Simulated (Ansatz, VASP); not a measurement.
SiC: VASP beside Ansatz

The input POSCAR:

```
SiC
1.0
    1.5375975033     -2.6631969973      0.0000000000
    0.0000000000      0.0000000000     -5.0481668562
    9.4819025236      4.8824390552      0.8415294149
Si C
8 8
Direct
    0.3610833333      1.1343137842      0.8333333333
   -0.0138916667      1.0092887842      0.0833333333
    0.4444333333      1.0509637842      0.3333333333
   -0.0972416667      1.0926387842      0.5833333333
    0.8471916667      0.6482054508      0.9166666667
    0.4722166667      0.5231804508      0.1666666667
    0.9305416667      0.5648554508      0.4166666667
    0.3888666667      0.6065304508      0.6666666667
    0.3610833333      0.7585195492      0.8333333333
   -0.0138916667      0.6334945492      0.0833333333
    0.4444333333      0.6751695492      0.3333333333
   -0.0972416667      0.7168445492      0.5833333333
    0.8471916667      0.2724112158      0.9166666667
    0.4722166667      0.1473862158      0.1666666667
    0.9305416667      0.1890612158      0.4166666667
    0.3888666667      0.2307362158      0.6666666667
```

INCAR.step1

```
SYSTEM = SiC
  ALGO = Normal
  EDIFF = 1E-4
  ENCUT = 520
  GGA = PE
  ISMEAR = 0
  LASPH = .True.
  LCHARG = .False.
  LREAL = Auto
  LWAVE = .True.
  NBANDS = 46
  NELM = 100
  PREC = Accurate
  SIGMA = 0.05
```

Contents of INCAR.step2:

```
SYSTEM = SiC
  ALGO = Normal
  EDIFF = 1E-7
  ENCUT = 520
  ISIF = 2
  ISMEAR = 0
  ISTART = 1
  LASPH = .True.
  LCHARG = .False.
  LMIXTAU = .True.
  LREAL = Auto
  LWAVE = .False.
  METAGGA = R2SCAN
  NBANDS = 46
  NELM = 100
  PREC = Accurate
  SIGMA = 0.05
```

Contents of KPOINTS:

```
k-points
0
Gamma
  7 5 2
  0 0 0
```

Input for Ansatz:

```yaml
crystal:
  lattice:
    - [1.5375975033, -2.6631969973, 0.0]
    - [0.0, 0.0, -5.0481668562]
    - [9.4819025236, 4.8824390552, 0.8415294149]
  atoms:
    - { symbol: Si, position: [0.3610833333, 1.1343137842, 0.8333333333] }
    - { symbol: Si, position: [-0.0138916667, 1.0092887842, 0.0833333333] }
    - { symbol: Si, position: [0.4444333333, 1.0509637842, 0.3333333333] }
    - { symbol: Si, position: [-0.0972416667, 1.0926387842, 0.5833333333] }
    - { symbol: Si, position: [0.8471916667, 0.6482054508, 0.9166666667] }
    - { symbol: Si, position: [0.4722166667, 0.5231804508, 0.1666666667] }
    - { symbol: Si, position: [0.9305416667, 0.5648554508, 0.4166666667] }
    - { symbol: Si, position: [0.3888666667, 0.6065304508, 0.6666666667] }
    - { symbol: C, position: [0.3610833333, 0.7585195492, 0.8333333333] }
    - { symbol: C, position: [-0.0138916667, 0.6334945492, 0.0833333333] }
    - { symbol: C, position: [0.4444333333, 0.6751695492, 0.3333333333] }
    - { symbol: C, position: [-0.0972416667, 0.7168445492, 0.5833333333] }
    - { symbol: C, position: [0.8471916667, 0.2724112158, 0.9166666667] }
    - { symbol: C, position: [0.4722166667, 0.1473862158, 0.1666666667] }
    - { symbol: C, position: [0.9305416667, 0.1890612158, 0.4166666667] }
    - { symbol: C, position: [0.3888666667, 0.2307362158, 0.6666666667] }
basis:
  ecutwfc: 500
kpoints:
  mp_grid: { grid: [7, 5, 2] }
hamiltonian:
  xc: r2scan
scf:
  occupations: { method: gaussian, width: 0.05 }
output:
  forces: true
  stress: true
  eigenvalues: true
```

Alike in both runs: task single point; functional r2SCAN; k mesh 7 × 5 × 2; occupations gaussian, width 0.05 eV; no spin polarisation.

|  | VASP | Ansatz |
| --- | --- | --- |
| version | VASP 6.6.1 | Ansatz 0.2.0 |
| potentials or method | VASP PAW PBE potentials, release 64 (Si, C), cutoff 520 eV | scalar-relativistic, plane waves, PAW |
| valence electrons in the cell | 64 | 64 |

Ansatz gave:

```
gap on the k mesh at the Fermi level (eV)                     : 0.98
least direct gap on the mesh (eV)                             : 1.87
pressure (GPa)                                                : 0.7
traceless stress, the component that is largest in VASP (GPa) : -9.31
rms of the force components (eV/Å)                            : 0.985
```

Which values does VASP return?

gap on the k mesh at the Fermi level (eV): 0.98; least direct gap on the mesh (eV): 1.88; pressure (GPa): 0.5; traceless stress, the component that is largest in VASP (GPa): -9.33; rms of the force components (eV/Å): 0.985.

VASP's potentials were made for PBE, not for r2SCAN. Atom by atom the forces differ by 0.005 eV/Å (rms over components). The functional is the same, so the differences come from potentials, cutoffs and numerics.
